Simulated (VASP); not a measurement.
A run of VASP 6.6.1 is set up as follows.

INCAR

```
SYSTEM = Al
ALGO = Fast ; DIPOL = 0.5 0.5 0.502
EDIFF = 1E-7 ; ENCUT = 520
GGA = CA ; IDIPOL = 3
ISIF = 2 ; ISMEAR = 0
LASPH = .TRUE. ; LCHARG = .FALSE.
LDIPOL = .TRUE. ; LREAL = .FALSE.
LWAVE = .FALSE. ; NBANDS = 12
NELM = 100 ; PREC = Accurate
SIGMA = 0.1
```

The input KPOINTS:

```
Automatic mesh
0
Gamma
  10 10 1
  0.5 0.5 0
```

File POSCAR:

```
Al
1.0
    2.8171865510      0.0000000000      0.0000000000
    0.0000000000      2.8171865510      0.0000000000
    0.0000000000      0.0000000000     17.9841034282
Al
3
Direct
    0.5000000000      0.5000000000      0.3892326369
    0.0000000000      0.0000000000      0.5023234914
    0.5000000000      0.5000000000      0.6154221217
```

Potentials or basis: VASP PAW LDA potentials, release 64 (Al).

Run with:

```bash
$ cat potpaw_LDA.64/Al/POTCAR > POTCAR
$ mpirun -np 1 vasp_std > vasp.out
```

(1) Estimate the largest force.

Answers

(1) 0.005 eV/Å.
